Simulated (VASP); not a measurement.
Runs of VASP 6.6.1 on Pt. The structure is that of space group Fd-3m (No. 227), or close to it. The cells are those of the table. 

| task | cell | k mesh | cutoff (eV) | gap on the mesh (eV) | pressure (GPa) |
| --- | --- | --- | --- | --- | --- |
| single point | a = 4.066 Å, angles 60.0°, 2 atoms | 11 × 11 × 11 | 520 | none | (a) |
| single point | a = 4.122 Å, angles 60.0°, 2 atoms | 11 × 11 × 11 | 520 | none | -0.3 |
| single point | a = 3.950 Å, angles 60.0°, 2 atoms | 11 × 11 × 11 | 520 | none | 17.6 |
| single point | a = 4.009 Å, angles 60.0°, 2 atoms | 11 × 11 × 11 | 520 | none | (b) |
| single point | a = 4.176 Å, angles 60.0°, 2 atoms | 11 × 11 × 11 | 520 | none | -3.8 |
| single point | a = 4.122 Å, angles 60.0°, 2 atoms | 15 × 15 × 15 | 520 | none | -0.3 |
| single point | a = 4.281 Å, angles 60.0°, 2 atoms | 11 × 11 × 11 | 520 | none | -8.4 |
| relaxation of cell and atoms | relaxed from a = 3.863 Å, angles 60.0°, 2 atoms | 10 × 10 × 10 | 600 | none | 0.0 |

Alike in all rows: level RPBE; potentials or basis VASP PAW PBE potentials, release 64 (Pt); no spin polarisation; smearing fermi-dirac 0.1 eV.

Question: Fill in the values left out.

Answer: (a) 4.2; (b) 10.1.

Caveats: the PAW data sets were made with another functional, which shifts forces and pressure a little; spin-orbit coupling is left out, which moves the levels of the heavy elements.

A k mesh can miss the band edges, and the runs leave out spin-orbit coupling on Pt.

A gap of «none» marks levels without a gap at the run's occupations.
